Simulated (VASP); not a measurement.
# Pb (P6_3/mmc) in VASP: settings compared

Pb is run at these levels: PBE, LDA; tasks: single point.

All numbers are computed with VASP 6.6.1; they aren't measurements. Logs are shortened: lines on timing, memory, paths and dates and some standing lists are left out, and cuts for length are marked.

### 1 The cell of the first run

Symmetry: P6_3/mmc, No. 194, hexagonal system. The conventional cell has a = 3.472 Å, b = 3.472 Å, c = 5.997 Å, α = 90.00°, β = 90.00°, γ = 120.00°. Pb (site symmetry -6m2) has 12 Pb at 3.47 to 3.61 Å within 4.6 Å.

### 2 Single point, PBE

INCAR reads:

```
SYSTEM = Pb
PREC = Accurate
ENCUT = 520
EDIFF = 1E-6
ISMEAR = 0
SIGMA = 0.1
LREAL = .False.
LASPH = .True.
NELM = 60
ALGO = Normal
ISIF = 2
LWAVE = .False.
LCHARG = .False.
GGA = PE
NBANDS = 21
```

KPOINTS reads:

```
regular mesh
0
Gamma
  6 6 4
  0 0 0
```

POSCAR reads:

```
Pb
1.0
    3.4715901269      0.0000000000      0.0000000000
   -1.7357950634      3.0064852414      0.0000000000
    0.0000000000      0.0000000000      5.9973895700
Pb
2
Direct
    0.3333333333      0.6666666667      0.2500000000
    0.6666666667      0.3333333333      0.7500000000
```

Potentials or basis: VASP PAW PBE potentials, release 64 (Pb_d).

Launch:

```bash
$ cat potpaw_PBE.64/Pb_d/POTCAR > POTCAR
$ mpirun -np 1 vasp_std > vasp.out
```

OUTCAR:

```text
SYSTEM = Pb
   PREC = Accurate
   ENCUT = 520
   EDIFF = 1E-6
   ISMEAR = 0
   LREAL = .False.
   LASPH = .True.
   NELM = 60
   ISIF = 2
   GGA = PE

 ion  position               nearest neighbor table
   1  0.333  0.667  0.250-   2 3.61   2 3.61   2 3.61   2 3.61   2 3.61   2 3.61
   2  0.667  0.333  0.750-   1 3.61   1 3.61   1 3.61   1 3.61   1 3.61   1 3.61

  LATTYP: Found a hexagonal cell.
 ALAT       =     3.4715901269
 C/A-ratio  =     1.7275626876

  Lattice vectors:

 A1 = (   3.4715901269,   0.0000000000,   0.0000000000)
 A2 = (  -1.7357950634,   3.0064852414,   0.0000000000)
 A3 = (   0.0000000000,   0.0000000000,   5.9973895700)

Analysis of symmetry for initial positions (statically):
=====================================================================
 Subroutine PRICEL returns:
 Original cell was already a primitive cell.

 Routine SETGRP: Setting up the symmetry group for a
 hexagonal supercell.

 Subroutine GETGRP returns: Found 24 space group operations
 (whereof 12 operations were pure point group operations)
 out of a pool of 24 trial point group operations.

The static configuration has the point symmetry D_3d.
 The point group associated with its full space group is D_6h.

Analysis of symmetry for dynamics (positions and initial velocities):
=====================================================================
 Subroutine PRICEL returns:
 Original cell was already a primitive cell.

 Routine SETGRP: Setting up the symmetry group for a
 hexagonal supercell.

 Subroutine GETGRP returns: Found 24 space group operations
 (whereof 12 operations were pure point group operations)
 out of a pool of 24 trial point group operations.

The dynamic configuration has the point symmetry D_3d.
 The point group associated with its full space group is D_6h.

 Subroutine INISYM returns: Found 24 space group operations
 (whereof 12 operations are pure point group operations),
 and found     1 'primitive' translations

----------------------------------------------------------------------------------------

                                     Primitive cell

  volume of cell :      62.5965

  direct lattice vectors                    reciprocal lattice vectors
     3.471590127  0.000000000  0.000000000     0.288052438  0.166307153  0.000000000
    -1.735795063  3.006485241  0.000000000     0.000000000  0.332614305  0.000000000
     0.000000000  0.000000000  5.997389570     0.000000000  0.000000000  0.166739210

  length of vectors
     3.471590127  3.471590127  5.997389570     0.332614305  0.332614305  0.166739210

  position of ions in fractional coordinates (direct lattice)
     0.333333333  0.666666667  0.250000000
     0.666666667  0.333333333  0.750000000

  ion indices of the primitive-cell ions
   primitive index   ion index
                 1           1
                 2           2

----------------------------------------------------------------------------------------

 KPOINTS: regular mesh

Automatic generation of k-mesh.
 Grid dimensions read from file:
 generate k-points for:    6    6    4

 Generating k-lattice:

  Cartesian coordinates                     Fractional coordinates (reciprocal lattice)
     0.048008740  0.027717859  0.000000000     0.166666667  0.000000000  0.000000000
     0.000000000  0.055435718  0.000000000     0.000000000  0.166666667  0.000000000
     0.000000000  0.000000000  0.041684803     0.000000000  0.000000000  0.250000000

  Length of vectors
     0.055435718  0.055435718  0.041684803

  Shift w.r.t. Gamma in fractional coordinates (k-lattice)
     0.000000000  0.000000000  0.000000000

 Subroutine IBZKPT returns following result:
 ===========================================

 Found     21 irreducible k-points:

 Following reciprocal coordinates:
            Coordinates               Weight
  0.000000  0.000000  0.000000      1.000000
  0.166667  0.000000  0.000000      6.000000
  0.333333  0.000000  0.000000      6.000000
  0.500000  0.000000  0.000000      3.000000
  0.166667  0.166667  0.000000      6.000000
  0.333333  0.166667  0.000000     12.000000
[... 13 lines left out ...]
  0.333333  0.166667  0.500000     12.000000
  0.333333  0.333333  0.500000      2.000000
   k-points           NKPTS =     21   k-points in BZ     NKDIM =     21   number of bands    NBANDS=     21
   number of dos      NEDOS =    301   number of ions     NIONS =      2
   total plane-waves  NPLWV =  37632
   dimension x,y,z NGX =    28 NGY =   28 NGZ =   48
   dimension x,y,z NGXF=    56 NGYF=   56 NGZF=   96
   ions per type =               2
   NGX,Y,Z   is equivalent  to a cutoff of  13.41, 13.41, 13.31 a.u.
   NGXF,Y,Z  is equivalent  to a cutoff of  26.82, 26.82, 26.61 a.u.
 SYSTEM =  Pb
   PREC   = accura    normal or accurate (medium, high low for compatibility)
   ISTART =      0    job   : 0-new  1-cont  2-samecut
   ICHARG =      2    charge: 1-file 2-atom 10-const
   ISPIN  =      1    spin polarized calculation?
   LNONCOLLINEAR =      F non collinear calculations
   LSORBIT =      F    spin-orbit coupling
   LASPH  =      T    aspherical Exc in radial PAW
   ENCUT  =  520.0 eV  38.22 Ry    6.18 a.u.   6.45  6.45 11.15*2*pi/ulx,y,z
   NELM   =     60;   NELMIN=  2; NELMDL= -5     # of ELM steps
   EDIFF  = 0.1E-05   stopping-criterion for ELM
   LREAL  =      F    real-space projection
   EDIFFG = 0.1E-04   stopping-criterion for IOM
   NSW    =      0    number of steps for IOM
   IBRION =     -1    ionic relax: 0-MD 1-quasi-New 2-CG
   NFREE  =      0    steps in history (QN), initial steepest desc. (CG)
   ISIF   =      2    stress and relaxation
   ISYM   =      2    0-nonsym 1-usesym 2-fastsym
   POTIM  = 0.5000    time-step for ionic-motion
   TEBEG  =    0.0;   TEEND  =   0.0 temperature during run
   PSTRESS=    0.0 pullay stress
   NELECT =      28.0000    total number of electrons
   NUPDOWN=      -1.0000    fix difference up-down
   EMIN   =  10.00;   EMAX   =-10.00  energy-range for DOS
   EFERMI =   0.00;   METHOD = LEGACY
   ISMEAR =     0;   SIGMA  =   0.10  broadening in eV -4-tet -1-fermi 0-gaus
   EFERMI_NEDOS =   21; number of points for ismear=-14 and -15
   IALGO  =     38    algorithm
   IMIX   =      4    mixing-type and parameters
     AMIX     =   0.40;   BMIX     =  1.00
     AMIX_MAG =   1.60;   BMIX_MAG =  1.00
  volume/ion in A,a.u.               =      31.30       211.21
  Fermi-wavevector in a.u.,A,eV,Ry     =   1.252019  2.365973 21.327833  1.567552
  Thomas-Fermi vector in A             =   2.385939
   LORBIT       =      0    0 simple, 1 ext, 2 COOP (PROOUT), +10 PAW based schemes
   GGA     = PE    functional components
   LHFCALC =     F    Hartree Fock is set to
   AEXX    =    0.0000 exact exchange contribution
   IVDW    =     0    specifies the selected vdW correction
   LEPSILON=     F    determine dielectric tensor
   LRPA    =     F    only Hartree local field effects (RPA)
 non-spin polarized calculation
 Gauss-broadening in eV      SIGMA  =   0.10
  energy-cutoff  :      520.00
  volume of cell :       62.60
 maximum number of plane-waves:      1714
 NGX is ok and might be reduce to    28
   NGX = 13   NGY = 13   NGZ = 23

 number of electron      28.0000001 magnetization

 Free energy of the ion-electron system (eV)
  ---------------------------------------------------
  ext. energy  EPLUGINS =         0.00000000
  ---------------------------------------------------
  free energy    TOTEN  =        -7.01681487 eV

  energy without entropy =       -7.00648798  energy(sigma->0) =       -7.01165142

 E-fermi :   7.0207     XC(G=0): -10.0305

 val. band max:        6.9618176828   @ k =   0.1667   0.1667   0.0000
 cond. band min:       7.0369671385   @ k =   0.0000   0.0000   0.5000
 fundamental gap:      0.0751494557
 Fermi energy:         7.0206520037

 k-point     1 :       0.0000    0.0000    0.0000
  band No.  band energies     occupation
      1     -10.1478      2.00000
      2     -10.1471      2.00000
      3     -10.1116      2.00000
      4     -10.1116      2.00000
      5     -10.0967      2.00000
      6     -10.0967      2.00000
[... 13 lines left out ...]
     20      16.3101      0.00000
     21      17.3707      0.00000

 k-point     2 :       0.1667    0.0000    0.0000
  band No.  band energies     occupation
      1     -10.1697      2.00000
      2     -10.1128      2.00000
      3     -10.1049      2.00000
      4     -10.0549      2.00000
      5     -10.0465      2.00000
      6     -10.0354      2.00000
[... 13 lines left out ...]
     20      16.4470      0.00000
     21      17.4569      0.00000

 k-point     3 :       0.3333    0.0000    0.0000
  band No.  band energies     occupation
      1     -10.2336      2.00000
      2     -10.1480      2.00000
      3     -10.1123      2.00000
      4     -10.0554      2.00000
      5     -10.0174      2.00000
      6      -9.9939      2.00000
[... 13 lines left out ...]
     20      15.5689      0.00000
     21      17.0001      0.00000

 k-point     4 :       0.5000    0.0000    0.0000
  band No.  band energies     occupation
      1     -10.2646      2.00000
      2     -10.1682      2.00000
      3     -10.1538      2.00000
      4     -10.0713      2.00000
      5     -10.0226      2.00000
      6      -9.9750      2.00000
[... 13 lines left out ...]
     20      15.2789      0.00000
     21      16.7779      0.00000

 k-point     5 :       0.1667    0.1667    0.0000
  band No.  band energies     occupation
      1     -10.1468      2.00000
      2     -10.1355      2.00000
      3     -10.0807      2.00000
      4     -10.0625      2.00000
      5     -10.0552      2.00000
      6     -10.0445      2.00000
[... 13 lines left out ...]
     20      16.7225      0.00000
     21      16.8413      0.00000
[... 310 lines left out ...]
     20      13.6773      0.00000
     21      14.7374      0.00000

 k-point    19 :       0.1667    0.1667    0.5000
  band No.  band energies     occupation
      1     -10.1415      2.00000
      2     -10.1415      2.00000
      3     -10.1022      2.00000
      4     -10.1022      2.00000
      5     -10.0036      2.00000
      6     -10.0036      2.00000
[... 13 lines left out ...]
     20      16.6878      0.00000
     21      18.1938      0.00000

 k-point    20 :       0.3333    0.1667    0.5000
  band No.  band energies     occupation
      1     -10.1550      2.00000
      2     -10.1550      2.00000
      3     -10.1111      2.00000
      4     -10.1111      2.00000
      5     -10.0031      2.00000
      6     -10.0031      2.00000
[... 13 lines left out ...]
     20      14.9667      0.00000
     21      16.7891      0.00000

 k-point    21 :       0.3333    0.3333    0.5000
  band No.  band energies     occupation
      1     -10.1254      2.00000
      2     -10.1254      2.00000
      3     -10.0449      2.00000
      4     -10.0449      2.00000
      5      -9.9919      2.00000
      6      -9.9919      2.00000
[... 13 lines left out ...]
     20      15.2482      0.00000
     21      15.2650      0.00000

------------------------ aborting loop because EDIFF is reached ----------------------------------------

  FORCE on cell =-STRESS in cart. coord.  units (eV):
  Direction    XX          YY          ZZ          XY          YZ          ZX
  --------------------------------------------------------------------------------------
  -------------------------------------------------------------------------------------
  Total        0.6807760      0.6807760      0.1071706      0.0000000      0.0000000      0.0000000
  in kB       17.4246904     17.4246904      2.7430682      0.0000000      0.0000000      0.0000000
  external PRESSURE =      12.5308163 kB  Pullay stress =       0.0000000 kB

 VOLUME and BASIS-vectors are now :
 -----------------------------------------------------------------------------
  energy-cutoff  :      520.00
  volume of cell :       62.60
      direct lattice vectors                 reciprocal lattice vectors
     3.471590127  0.000000000  0.000000000     0.288052438  0.166307153  0.000000000
    -1.735795063  3.006485241  0.000000000     0.000000000  0.332614305  0.000000000
     0.000000000  0.000000000  5.997389570     0.000000000  0.000000000  0.166739210

 POSITION                                       TOTAL-FORCE (eV/Angst)
 -----------------------------------------------------------------------------------
     -0.00000      2.00432      1.49935        -0.000000     -0.000000      0.000000
      1.73580      1.00216      4.49804         0.000000      0.000000      0.000000
 -----------------------------------------------------------------------------------
    total drift:                                0.000000     -0.000000      0.000000

  FREE ENERGIE OF THE ION-ELECTRON SYSTEM (eV)
  ---------------------------------------------------
  free  energy   TOTEN  =        -7.0168148685 eV

  energy  without entropy=       -7.0064879786  energy(sigma->0) =       -7.01165142
```

Run time: 17 s. Hardware: 1 thread of Intel Xeon 6975P-C, shared host; peak memory 0.19 GiB.

What came out:

- Free energy: -7.0168 eV
- Pressure: 1.3 GPa
- Band gap on the k mesh: zero (band 14 reaches 12.95 eV, above the bottom of band 15 at 5.25 eV)

Stress tensor (GPa, compression positive):
```
1.74 0.00 0.00
0.00 1.74 0.00
0.00 0.00 0.27
```

Caveat: spin-orbit coupling is left out, which moves the levels of the heavy elements.

(Part 1 of 2 ends here.)
